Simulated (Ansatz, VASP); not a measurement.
**Ge in VASP and in Ansatz**

```
CELL_PARAMETERS angstrom
3.99762 0.00000 0.00000
-1.99881 3.46204 0.00000
0.00000 0.00000 6.85653
ATOMIC_POSITIONS crystal
Ge 0.33333 0.66667 0.00222
Ge 0.66667 0.33333 0.50222
Ge 0.33333 0.66667 0.37278
Ge 0.66667 0.33333 0.87278
```

Change from the starting cell: uniaxial_z strain +4.0%.

Alike in both runs: task single point; functional r2SCAN; k mesh 12 × 12 × 4; occupations fermi-dirac, width 0.02 eV; no spin polarisation.

|  | VASP | Ansatz |
| --- | --- | --- |
| version | VASP 6.6.1 | Ansatz 0.2.0 |
| potentials or method | VASP PAW PBE potentials, release 64 (Ge_d) | plane waves, PAW |
| plane-wave cutoff (eV) | 520 | 500 |
| valence electrons in the cell | 56 | 56 |

|  | VASP | Ansatz | Ansatz less VASP |
| --- | --- | --- | --- |
| pressure (GPa) | -2.4 | -2.4 | -0.01 |
| traceless stress, the component that is largest in VASP (GPa) | -3.52 | -3.50 | +0.022 |

VASP's potentials were made for PBE, not for r2SCAN.
